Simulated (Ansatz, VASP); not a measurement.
**BaTiO3 in VASP and in Ansatz**

Contents of POSCAR:

```
BaTiO3
1.0
    3.9940950307      0.0000000000      0.0000000000
    0.0000000000      3.9940950307      0.0000000000
    0.0000000000      0.0000000000      3.9940950307
Ba Ti O
1 1 3
Direct
    0.5000000000      0.5000000000      0.5000000000
    0.0000000000      0.0000000000      0.0000000000
    0.5000000000      0.0000000000      0.0000000000
    0.0000000000      0.5000000000      0.0000000000
    0.0000000000      0.0000000000      0.5000000000
```

File INCAR.step1:

```
ALGO = Normal ; EDIFF = 1E-5
ENCUT = 580 ; GGA = PE
GGA_COMPAT = F ; ISIF = 2
ISMEAR = 0 ; LASPH = T
LCHARG = F ; LREAL = F
LWAVE = T ; NBANDS = 28
NELM = 120 ; PREC = Accurate
SIGMA = 0.01
```

The input INCAR.step2:

```
AEXX = 0.25 ; ALGO = Normal
EDIFF = 1E-6 ; ENCUT = 580
GGA_COMPAT = F ; ISIF = 2
ISMEAR = 0 ; ISTART = 1
LASPH = T ; LCHARG = F
LHFCALC = T ; LMIXTAU = T
LREAL = F ; LWAVE = F
METAGGA = R2SCAN ; NBANDS = 28
NELM = 120 ; PREC = Accurate
PRECFOCK = Normal ; SIGMA = 0.01
```

KPOINTS

```
k-points
0
Gamma
  4 4 4
```

Input for Ansatz:

```yaml
crystal:
  lattice:
    - [3.9940950307, 0.0, 0.0]
    - [0.0, 3.9940950307, 0.0]
    - [0.0, 0.0, 3.9940950307]
  atoms:
    - { symbol: Ba, position: [0.5, 0.5, 0.5] }
    - { symbol: Ti, position: [0.0, 0.0, 0.0] }
    - { symbol: O, position: [0.5, 0.0, 0.0] }
    - { symbol: O, position: [0.0, 0.5, 0.0] }
    - { symbol: O, position: [0.0, 0.0, 0.5] }
kpoints:
  mp_grid: { grid: [4, 4, 4] }
  band_path:
    path: [[0.0, 0.0, 0.0], [0.0, 0.5, 0.0], [0.5, 0.5, 0.0], [0.5, 0.5, 0.5]]
    npoints: 1
hamiltonian:
  xc: r2scan0
scf:
  occupations: { method: fixed }
  n_extra_bands: 5
output:
  forces: true
  stress: true
  eigenvalues: true
  write_density: true
  write_potential: true
  elf: true
  volumetric_format: npy
```

Alike in both runs: task single point; functional r2SCAN0; k mesh 4 × 4 × 4; no spin polarisation.

|  | VASP | Ansatz |
| --- | --- | --- |
| version | VASP 6.6.1 | Ansatz 0.2.0 |
| potentials or method | VASP PAW PBE potentials, release 64 (Ba_sv, Ti_sv, O) | plane waves, PAW |
| plane-wave cutoff (eV) | 580 | 500 |
| occupations | gaussian, width 0.01 eV | fixed |
| valence electrons in the cell | 40 | 40 |

Ansatz gave:

- gap on the k mesh at the Fermi level (eV): 4.24
- pressure (GPa): -3.9

**Question.** What did VASP give for the same quantities?

**Answer.** gap on the k mesh at the Fermi level (eV): 4.23; pressure (GPa): -2.2.

VASP's potentials were made for PBE, not for r2SCAN0. Ansatz's warnings: stress exchange threshold loose, stress scf threshold loose.

Neither program's run includes spin-orbit coupling.
